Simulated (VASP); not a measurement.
# MgH2 (P4_2/mnm) in VASP: further runs

The runs below take MgH2 through single point, relaxation of cell and atoms, with LDA.

All numbers are computed with VASP 6.6.1; they aren't measurements. Logs are shortened: lines on timing, memory, paths and dates and some standing lists are left out, and cuts for length are marked.

## (1) The cell of the first run

Symmetry: P4_2/mnm, No. 136, tetragonal system. Conventional cell: a = 4.429 Å, b = 4.429 Å, c = 2.974 Å, α = 90.00°, β = 90.00°, γ = 90.00°. Within 2.5 Å of Mg (site symmetry mmm) lie 6 H at 1.91 to 1.93 Å. Within 2.5 Å of H (site symmetry m2m) lie 3 Mg at 1.91 to 1.93 Å and 1 H at 2.45 Å.

## (2) Single point, LDA

File INCAR:

```
PREC = Accurate
ENCUT = 520
EDIFF = 1E-6
ISMEAR = 0
SIGMA = 0.02
LREAL = F
LASPH = T
NELM = 80
ALGO = Normal
ISIF = 2
LWAVE = F
LCHARG = T
GGA = CA
LELF = T
LVHAR = T
NBANDS = 13
```

File KPOINTS:

```
Automatic mesh
0
Gamma
  6 6 10
```

File POSCAR:

```
MgH2
1.0
    4.4293043473      0.0000000000      0.0000000000
    0.0000000000      4.4293043473      0.0000000000
    0.0000000000      0.0000000000      2.9735034936
Mg H
2 4
Direct
    0.0000000000      0.0000000000      0.0000000000
    0.5000000000      0.5000000000      0.5000000000
    0.3043480981      0.3043480981      0.0000000000
    0.6956519019      0.6956519019      0.0000000000
    0.1956519019      0.8043480981      0.5000000000
    0.8043480981      0.1956519019      0.5000000000
```

Potentials or basis: VASP PAW LDA potentials, release 64 (Mg, H).

Run with:

```sh
> cat potpaw_LDA.64/Mg/POTCAR potpaw_LDA.64/H/POTCAR > POTCAR
> mpirun -np 1 vasp_std > vasp.out
```

OUTCAR:

```text
PREC = Accurate
   ENCUT = 520
   EDIFF = 1E-6
   ISMEAR = 0
   LREAL = F
   LASPH = T
   NELM = 80
   ISIF = 2
   GGA = CA

 ion  position               nearest neighbor table
   1  0.000  0.000  0.000-   3 1.91   4 1.91   5 1.93   6 1.93   5 1.93   6 1.93   2 3.47   2 3.47
                             2 3.47   2 3.47   2 3.47   2 3.47   2 3.47   2 3.47
   2  0.500  0.500  0.500-   5 1.91   6 1.91   3 1.93   4 1.93   3 1.93   4 1.93   1 3.47   1 3.47
                             1 3.47   1 3.47   1 3.47   1 3.47   1 3.47   1 3.47
   3  0.304  0.304  0.000-   1 1.91   2 1.93   2 1.93
   4  0.696  0.696  0.000-   1 1.91   2 1.93   2 1.93
   5  0.196  0.804  0.500-   2 1.91   1 1.93   1 1.93
   6  0.804  0.196  0.500-   2 1.91   1 1.93   1 1.93

  LATTYP: Found a simple tetragonal cell.
 ALAT       =     4.4293043473
 C/A-ratio  =     0.6713251699

  Lattice vectors:

 A1 = (   4.4293043473,   0.0000000000,   0.0000000000)
 A2 = (   0.0000000000,   4.4293043473,   0.0000000000)
 A3 = (   0.0000000000,   0.0000000000,   2.9735034936)

Analysis of symmetry for initial positions (statically):
=====================================================================
 Subroutine PRICEL returns:
 Original cell was already a primitive cell.

 Routine SETGRP: Setting up the symmetry group for a
 simple tetragonal supercell.

 Subroutine GETGRP returns: Found 16 space group operations
 (whereof  8 operations were pure point group operations)
 out of a pool of 16 trial point group operations.

The static configuration has the point symmetry D_2h.
 The point group associated with its full space group is D_4h.

Analysis of symmetry for dynamics (positions and initial velocities):
=====================================================================
 Subroutine PRICEL returns:
 Original cell was already a primitive cell.

 Routine SETGRP: Setting up the symmetry group for a
 simple tetragonal supercell.

 Subroutine GETGRP returns: Found 16 space group operations
 (whereof  8 operations were pure point group operations)
 out of a pool of 16 trial point group operations.

The dynamic configuration has the point symmetry D_2h.
 The point group associated with its full space group is D_4h.

 Subroutine INISYM returns: Found 16 space group operations
 (whereof  8 operations are pure point group operations),
 and found     1 'primitive' translations

----------------------------------------------------------------------------------------

                                     Primitive cell

  volume of cell :      58.3364

  direct lattice vectors                    reciprocal lattice vectors
[... 109 lines left out ...]
   EFERMI =   0.00;   METHOD = LEGACY
   ISMEAR =     0;   SIGMA  =   0.02  broadening in eV -4-tet -1-fermi 0-gaus
   EFERMI_NEDOS =   21; number of points for ismear=-14 and -15
   IALGO  =     38    algorithm
   IMIX   =      4    mixing-type and parameters
     AMIX     =   0.40;   BMIX     =  1.00
     AMIX_MAG =   1.60;   BMIX_MAG =  1.00
  volume/ion in A,a.u.               =       9.72        65.61
  Fermi-wavevector in a.u.,A,eV,Ry     =   0.844225  1.595354  9.697093  0.712716
  Thomas-Fermi vector in A             =   1.959219
   LORBIT       =      0    0 simple, 1 ext, 2 COOP (PROOUT), +10 PAW based schemes
   GGA     = CA    functional components
   LHFCALC =     F    Hartree Fock is set to
   AEXX    =    0.0000 exact exchange contribution
   IVDW    =     0    specifies the selected vdW correction
   LEPSILON=     F    determine dielectric tensor
   LRPA    =     F    only Hartree local field effects (RPA)
 non-spin polarized calculation
 Gauss-broadening in eV      SIGMA  =   0.02
  energy-cutoff  :      520.00
  volume of cell :       58.34
 maximum number of plane-waves:      1591
 NGX is ok and might be reduce to    36
   NGX = 17   NGY = 17   NGZ = 11

 number of electron       8.0000001 magnetization

 Free energy of the ion-electron system (eV)
  ---------------------------------------------------
  ext. energy  EPLUGINS =         0.00000000
  ---------------------------------------------------
  free energy    TOTEN  =       -18.89588964 eV

  energy without entropy =      -18.89588964  energy(sigma->0) =      -18.89588964

 E-fermi :  -0.2747     XC(G=0):  -8.9418

 val. band max:       -0.3987267152   @ k =   0.1667   0.1667   0.1000
 cond. band min:       3.1058030338   @ k =   0.3333   0.3333   0.5000
 fundamental gap:      3.5045297490
 Fermi energy:        -0.2747294958

 k-point     1 :       0.0000    0.0000    0.0000
  band No.  band energies     occupation
      1      -7.2752      2.00000
      2      -1.9739      2.00000
      3      -1.9739      2.00000
      4      -0.8867      2.00000
      5       3.9203      0.00000
      6       4.5588      0.00000
      7       8.7162      0.00000
      8       8.7162      0.00000
      9      10.4676      0.00000
     10      10.7337      0.00000
     11      11.6553      0.00000
     12      14.8071      0.00000
     13      14.8071      0.00000
[... 354 lines left out ...]
  band No.  band energies     occupation
      1      -5.0012      2.00000
      2      -5.0012      2.00000
      3      -0.7777      2.00000
      4      -0.7777      2.00000
      5       5.1222      0.00000
      6       5.1222      0.00000
      7       7.2777      0.00000
      8       7.2777      0.00000
      9       9.4339      0.00000
     10       9.4339      0.00000
     11      12.6772      0.00000
     12      12.6772      0.00000
     13      14.9650      0.00000

 [... further k-points ...]
[... 5 lines left out ...]
  --------------------------------------------------------------------------------------
  -------------------------------------------------------------------------------------
  Total       -0.1945834     -0.1945834     -0.1852800      0.0000000      0.0000000      0.0000000
  in kB       -5.3441271     -5.3441271     -5.0886146      0.0000000      0.0000000      0.0000000
  external PRESSURE =      -5.2589563 kB  Pullay stress =       0.0000000 kB

 VOLUME and BASIS-vectors are now :
 -----------------------------------------------------------------------------
  energy-cutoff  :      520.00
  volume of cell :       58.34
      direct lattice vectors                 reciprocal lattice vectors
     4.429304347  0.000000000  0.000000000     0.225769087  0.000000000  0.000000000
     0.000000000  4.429304347  0.000000000     0.000000000  0.225769087  0.000000000
     0.000000000  0.000000000  2.973503494     0.000000000  0.000000000  0.336303624

 POSITION                                       TOTAL-FORCE (eV/Angst)
 -----------------------------------------------------------------------------------
      0.00000      0.00000      0.00000         0.000000     -0.000000      0.000000
      2.21465      2.21465      1.48675         0.000000     -0.000000      0.000000
      1.34805      1.34805      0.00000        -0.001124     -0.001124     -0.000000
      3.08125      3.08125      0.00000         0.001124      0.001124      0.000000
      0.86660      3.56270      1.48675         0.001124     -0.001124      0.000000
      3.56270      0.86660      1.48675        -0.001124      0.001124      0.000000
 -----------------------------------------------------------------------------------
    total drift:                                0.000000      0.000000     -0.000000

  FREE ENERGIE OF THE ION-ELECTRON SYSTEM (eV)
  ---------------------------------------------------
  free  energy   TOTEN  =       -18.8958896431 eV

  energy  without entropy=      -18.8958896431  energy(sigma->0) =      -18.89588964
```

OSZICAR:

```text
N       E                     dE             d eps       ncg     rms          rms(c)
DAV:   1    -0.199599803463E+01   -0.19960E+01   -0.30155E+03  1568   0.466E+02
DAV:   2    -0.194502744902E+02   -0.17454E+02   -0.16711E+02  1932   0.750E+01
DAV:   3    -0.202568488780E+02   -0.80657E+00   -0.80513E+00  1976   0.148E+01
DAV:   4    -0.202597454671E+02   -0.28966E-02   -0.28965E-02  1805   0.982E-01
DAV:   5    -0.202597682949E+02   -0.22828E-04   -0.22828E-04  2023   0.892E-02    0.652E+00
DAV:   6    -0.192589341744E+02    0.10008E+01   -0.64933E-01  1740   0.316E+00    0.332E+00
DAV:   7    -0.188939099397E+02    0.36502E+00   -0.89184E-01  1770   0.392E+00    0.466E-01
DAV:   8    -0.188967528818E+02   -0.28429E-02   -0.18147E-02  1775   0.676E-01    0.162E-01
DAV:   9    -0.188958854298E+02    0.86745E-03   -0.14965E-03  1961   0.150E-01    0.150E-02
DAV:  10    -0.188958931057E+02   -0.76759E-05   -0.77838E-05  1825   0.448E-02    0.165E-02
DAV:  11    -0.188958896632E+02    0.34424E-05   -0.81759E-06  1780   0.105E-02    0.116E-03
DAV:  12    -0.188958896431E+02    0.20136E-07   -0.30753E-07  1010   0.312E-03
   1 F= -.18895890E+02 E0= -.18895890E+02  d E =-.535166E-20
```

It took 34 s on 1 thread of Intel Xeon Platinum 8259CL at 2.50GHz (Skylake/Cascade Lake), shared host; peak memory 0.18 GiB.

Results:

```
Free energy            : -18.8959 eV
Pressure               : -0.5 GPa
Band gap on the k mesh : 3.50 eV (least direct gap 4.37 eV)
```

Levels at points of the mesh, in eV from the valence-band top:
```
           k point  band 1  band 2  band 3  band 4  band 5  band 6  band 7  band 8  band 9
(0.00, 0.00, 0.00)   -6.88   -1.58   -1.58   -0.49    4.32    4.96    9.11    9.11   10.87
(0.50, 0.00, 0.00)   -5.18   -5.18   -0.56   -0.56    5.09    5.09   10.06   10.06   11.82
(0.50, 0.50, 0.00)   -4.02   -4.02   -3.02   -3.02    9.12    9.12    9.29    9.29   13.22
(0.00, 0.00, 0.50)   -3.30   -3.30   -0.10   -0.10    6.23    6.23    6.55    6.55    8.55
(0.50, 0.00, 0.50)   -2.47   -2.47   -1.24   -1.24    4.99    4.99    6.66    6.66    8.53
(0.50, 0.50, 0.50)   -2.03   -2.03   -1.08   -1.08    3.60    3.60    3.79    3.79   13.13
```

A k mesh can miss the band edges.

## (3) Relaxation of cell and atoms, LDA

This run uses another cell than the first one, of 10.13 Å³/atom.

File INCAR:

```
  PREC = Accurate
  ENCUT = 600
  EDIFF = 1E-6
  ISMEAR = 0
  SIGMA = 0.02
  LREAL = False
  LASPH = True
  NELM = 80
  ALGO = Normal
  ISIF = 3
  LWAVE = False
  LCHARG = False
  GGA = CA
  IBRION = 2
  NSW = 80
  EDIFFG = -0.002
```

KPOINTS is that of step 2.

File POSCAR:

```
MgH2
1.0
    4.5000000000      0.0000000000      0.0000000000
    0.0000000000      4.5000000000      0.0000000000
    0.0000000000      0.0000000000      3.0000000000
Mg H
2 4
Direct
    0.0000000000      0.0000000000      0.0000000000
    0.5000000000      0.5000000000      0.5000000000
    0.3050000000      0.3050000000      0.0000000000
    0.6950000000      0.6950000000      0.0000000000
    0.1950000000      0.8050000000      0.5000000000
    0.8050000000      0.1950000000      0.5000000000
```

Potentials or basis: VASP PAW LDA potentials, release 64 (Mg, H).

Run with:

```sh
> cat potpaw_LDA.64/Mg/POTCAR potpaw_LDA.64/H/POTCAR > POTCAR
> mpirun -np 1 vasp_std > vasp.out
```

OUTCAR:

```text
PREC = Accurate
   ENCUT = 600
   EDIFF = 1E-6
   ISMEAR = 0
   LREAL = False
   LASPH = True
   NELM = 80
   ISIF = 3
   GGA = CA
   IBRION = 2
   NSW = 80
   EDIFFG = -0.002

 ion  position               nearest neighbor table
   1  0.000  0.000  0.000-   3 1.94   4 1.94   5 1.95   6 1.95   5 1.95   6 1.95   2 3.52   2 3.52
                             2 3.52   2 3.52   2 3.52   2 3.52   2 3.52   2 3.52
   2  0.500  0.500  0.500-   5 1.94   6 1.94   3 1.95   4 1.95   3 1.95   4 1.95   1 3.52   1 3.52
                             1 3.52   1 3.52   1 3.52   1 3.52   1 3.52   1 3.52
   3  0.305  0.305  0.000-   1 1.94   2 1.95   2 1.95
   4  0.695  0.695  0.000-   1 1.94   2 1.95   2 1.95
   5  0.195  0.805  0.500-   2 1.94   1 1.95   1 1.95
   6  0.805  0.195  0.500-   2 1.94   1 1.95   1 1.95

  LATTYP: Found a simple tetragonal cell.
 ALAT       =     4.5000000000
 C/A-ratio  =     0.6666666667

[... 481 lines left out ...]

 E-fermi :  -0.2597     XC(G=0):  -8.9683

 val. band max:       -0.3569943301   @ k =   0.1667   0.1667   0.1000
 cond. band min:       3.1520001698   @ k =   0.3333   0.3333   0.5000
 fundamental gap:      3.5089944998
 Fermi energy:        -0.2596560840

 k-point     1 :       0.0000    0.0000    0.0000
  band No.  band energies     occupation
      1      -7.2786      2.00000
      2      -1.9399      2.00000
      3      -1.9399      2.00000
      4      -0.8428      2.00000
      5       3.9522      0.00000
      6       4.6340      0.00000
      7       8.8104      0.00000
      8       8.8104      0.00000
[... 243 lines left out ...]
 k-point    24 :       0.5000    0.0000    0.2000
  band No.  band energies     occupation
      1      -4.9908      2.00000
      2      -4.9908      2.00000
      3      -0.7406      2.00000
      4      -0.7406      2.00000
      5       5.1775      0.00000
      6       5.1775      0.00000
      7       7.3390      0.00000
      8       7.3390      0.00000

 [... further k-points ...]
[... 5 lines left out ...]
  --------------------------------------------------------------------------------------
  -------------------------------------------------------------------------------------
  Total       -0.0048009     -0.0048009     -0.0093572      0.0000000      0.0000000      0.0000000
  in kB       -0.1328829     -0.1328829     -0.2589984      0.0000000      0.0000000      0.0000000
  external PRESSURE =      -0.1749214 kB  Pullay stress =       0.0000000 kB
[... 21 lines left out ...]
  FREE ENERGIE OF THE ION-ELECTRON SYSTEM (eV)
  ---------------------------------------------------
  free  energy   TOTEN  =       -18.8986706060 eV

  energy  without entropy=      -18.8986706060  energy(sigma->0) =      -18.89867061

 reached required accuracy - stopping structural energy minimisation
```

OSZICAR:

```text
N       E                     dE             d eps       ncg     rms          rms(c)
DAV:   1     0.505401891934E+00    0.50540E+00   -0.34969E+03   960   0.860E+02
DAV:   2    -0.195525817473E+02   -0.20058E+02   -0.19172E+02  1288   0.840E+01
[... 43 lines left out ...]
DAV:   1    -0.188986491432E+02   -0.39102E-04   -0.80400E-04  1088   0.279E-01    0.724E-03
DAV:   2    -0.188986490728E+02    0.70373E-07   -0.41942E-06  1056   0.201E-02
   7 F= -.18898649E+02 E0= -.18898649E+02  d E =-.389759E-04
       N       E                     dE             d eps       ncg     rms          rms(c)
DAV:   1    -0.188986707591E+02   -0.21616E-04   -0.19136E-03  1080   0.433E-01    0.114E-02
DAV:   2    -0.188986706060E+02    0.15309E-06   -0.98353E-06  1080   0.310E-02
   8 F= -.18898671E+02 E0= -.18898671E+02  d E =-.605091E-04
```

CONTCAR:

```text
MgH2
   1.00000000000000
     4.4150246167224001    0.0000000000000000    0.0000000000000000
     0.0000000000000000    4.4150246167224001    0.0000000000000000
     0.0000000000000000    0.0000000000000000    2.9695696882270948
  Mg              H
     2     4
Direct
     0.0000000000000000    1.0000000000000000    0.0000000000000000
     0.5000000000000000    0.5000000000000000    0.5000000000000000
     0.3043302103546285    0.3043302103546285    0.0000000000000000
     0.6956697896453714    0.6956697896453714    0.0000000000000000
     0.1956697896453715    0.8043302103546286    0.5000000000000000
     0.8043302103546286    0.1956697896453715    0.5000000000000000

  0.00000000E+00  0.00000000E+00  0.00000000E+00
  0.00000000E+00  0.00000000E+00  0.00000000E+00
  0.00000000E+00  0.00000000E+00  0.00000000E+00
  0.00000000E+00  0.00000000E+00  0.00000000E+00
  0.00000000E+00  0.00000000E+00  0.00000000E+00
  0.00000000E+00  0.00000000E+00  0.00000000E+00
```

Wall time 71 s (1 thread of Intel Xeon Platinum 8259CL at 2.50GHz (Skylake/Cascade Lake), shared host); peak memory 0.18 GiB.

What came out:

* Free energy: -18.8987 eV
* Relaxed volume: 9.65 Å³/atom
* Relaxed cell: a = 4.415 Å, b = 4.415 Å, c = 2.970 Å, α = 90.00°, β = 90.00°, γ = 90.00°
* Space group after relaxing (to 0.1 Å): P4_2/mnm (No. 136)
* Energy gained by relaxing: 3.8 meV/atom
* Ionic steps: 8
* Pressure after relaxing: 0.0 GPa
* Band gap on the k mesh: 3.51 eV (least direct gap 4.39 eV)

Step by step:
```csv
step,energy change (eV),largest force (eV/Å),pressure (GPa),volume (Å³)
1,0.0000,0.0222,-2.44,60.75
2,-0.0159,0.0244,-1.31,59.40
3,-0.0218,0.0264,-0.07,58.08
4,-0.0218,0.0266,0.01,57.99
5,-0.0225,0.0115,0.01,57.94
6,-0.0229,0.0112,0.01,57.87
7,-0.0229,0.0072,0.00,57.88
8,-0.0229,0.0006,-0.02,57.88
```

Final structure:
```
Mg H
1.0
     4.41502    0.00000    0.00000
     0.00000    4.41502    0.00000
     0.00000    0.00000    2.96957
Mg H
2 4
Cartesian
  0.0000 4.4150 0.0000
  2.2075 2.2075 1.4848
  1.3436 1.3436 0.0000
  3.0714 3.0714 0.0000
  0.8639 3.5511 1.4848
  3.5511 0.8639 1.4848
```

A k mesh can miss the band edges.
